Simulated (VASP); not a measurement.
Set up this calculation in VASP 6.6.1, as the native input.

```yaml
Task: single point
Functional: r2SCAN
Potentials_or_basis: VASP PAW PBE potentials, release 64 (Lu)
Cutoff: 520 eV
k_mesh: 10 × 10 × 6
Occupations: gaussian, width 0.3 eV
Spin: no spin polarisation
Dipole_correction: no
Further_INCAR_settings: ALGO = Normal; EDIFF = 1e-06; NBANDS = 32
```

Crystal: Lu.

```
CELL_PARAMETERS angstrom
3.50482 0.00000 0.00000
-1.75241 3.03526 0.00000
0.00000 0.00000 5.46968
ATOMIC_POSITIONS crystal
Lu 0.33333 0.66667 0.25000
Lu 0.66667 0.33333 0.75000
```

One way to write it, as run:

POSCAR

```
Lu
1.0
    3.5048186286      0.0000000000      0.0000000000
   -1.7524093143      3.0352619680      0.0000000000
    0.0000000000      0.0000000000      5.4696750779
Lu
2
Direct
    0.3333333333      0.6666666667      0.2500000000
    0.6666666667      0.3333333333      0.7500000000
```

INCAR.step1

```
SYSTEM = Lu
PREC     = Accurate       ! precision mode
ENCUT    = 520            ! plane-wave cutoff, eV
ISMEAR   = 0              ! smearing method
SIGMA    = 0.3            ! smearing width, eV
LREAL    = .False.        ! projectors in reciprocal space
LASPH    = .True.         ! aspherical terms in the spheres
NELM     = 100            ! most SCF steps
NBANDS   = 32             ! bands
GGA      = PE             ! functional
ALGO     = Normal         ! electronic algorithm
EDIFF    = 1E-4           ! SCF threshold, eV
LWAVE    = .True.         ! write WAVECAR
LCHARG   = .False.        ! write CHGCAR
```

INCAR.step2

```
SYSTEM = Lu
PREC     = Accurate       ! precision mode
ENCUT    = 520            ! plane-wave cutoff, eV
EDIFF    = 1E-6           ! SCF threshold, eV
ISMEAR   = 0              ! smearing method
SIGMA    = 0.3            ! smearing width, eV
LREAL    = .False.        ! projectors in reciprocal space
LASPH    = .True.         ! aspherical terms in the spheres
NELM     = 100            ! most SCF steps
ALGO     = Normal         ! electronic algorithm
ISIF     = 2              ! what is computed and relaxed
LWAVE    = .False.        ! write WAVECAR
LCHARG   = .True.         ! write CHGCAR
METAGGA  = R2SCAN         ! meta-GGA
LMIXTAU  = .True.       
LELF     = .True.         ! ELF
LVHAR    = .True.       
NBANDS   = 32             ! bands
ISTART   = 1
```

KPOINTS

```
Automatic mesh
0
Gamma
  10 10 6
  0 0 0
```

Potentials or basis: VASP PAW PBE potentials, release 64 (Lu).

Run with:

```bash
$ cat potpaw_PBE.64/Lu/POTCAR > POTCAR
$ cp INCAR.step1 INCAR
$ mpirun -np 1 vasp_std > vasp.out
$ cp INCAR.step2 INCAR
$ mpirun -np 1 vasp_std > vasp.out
```

Results of the run:

- Pressure: 0.4 GPa
- Band gap on the k mesh: zero (bands 25 and 26 overlap by 2.00 eV)

Caveat: so wide a smearing shifts energies and pressures; the PAW data sets were made with another functional, which shifts forces and pressure a little; spin-orbit coupling is left out, which moves the levels of the heavy elements.

It took 12 min on 1 thread of Intel Xeon 8259CL, with other jobs on the host, peak memory 0.25 GiB.
